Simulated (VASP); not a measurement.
Li2ZnO2: single point with r2SCAN

Crystal: Li2ZnO2.

```
Li Zn O
1.0
     3.15972    0.00000    0.00000
    -1.57986    2.73640    0.00000
     0.00000    0.00000    5.17794
Li Zn O
2 1 2
Cartesian
  1.5799 0.9121 3.3165
  0.0000 1.8243 1.8615
  0.0000 0.0000 0.0000
  1.5799 0.9121 1.2462
  0.0000 1.8243 3.9318
```

```
Program                : VASP 6.6.1
Task                   : single point
Functional             : r2SCAN
Potentials or basis    : VASP PAW PBE potentials, release 64 (Li_sv, Zn, O)
Cutoff                 : 520 eV
k mesh                 : 12 × 12 × 6
Occupations            : gaussian, width 0.02 eV
Spin                   : no spin polarisation
Dipole correction      : no
Further INCAR settings : ALGO = Normal; EDIFF = 1e-06; NBANDS = 23
```

- Largest force: 0.154 eV/Å
- Band gap on the k mesh: 3.58 eV, indirect (least direct gap 3.78 eV)

Forces in eV/Å, atoms in the order of the input:
```
Li   0.000  0.000 -0.010
Li   0.000  0.000  0.010
Zn   0.000  0.000  0.000
O    0.000  0.000 -0.154
O    0.000  0.000  0.154
```

Levels at points of the mesh, in eV from the valence-band top:
```csv
k point,band 11,band 12,band 13,band 14,band 15,band 16,band 17,band 18,band 19,band 20
"(0.00, 0.00, 0.00)",-0.59,-0.59,-0.43,-0.20,-0.20,3.58,8.02,10.11,13.42,13.42
"(0.50, 0.00, 0.00)",-3.18,-1.97,-1.97,-0.58,-0.19,7.42,8.21,8.42,11.93,13.54
"(0.00, 0.00, 0.50)",-2.02,-0.78,-0.78,0.00,0.00,5.01,6.80,9.93,13.19,13.19
"(0.50, 0.00, 0.50)",-3.11,-1.60,-1.45,-0.59,-0.58,6.26,7.10,10.77,11.80,13.84
```

Run time: 4.5 min on 1 thread of Oxide Virtual Turin-like Processor (shared host), peak memory 0.2 GiB.

Caveat: the PAW data sets were made with another functional, which shifts forces and pressure a little. r2SCAN opens gaps a little over a GGA but as a rule still falls short of measured ones.
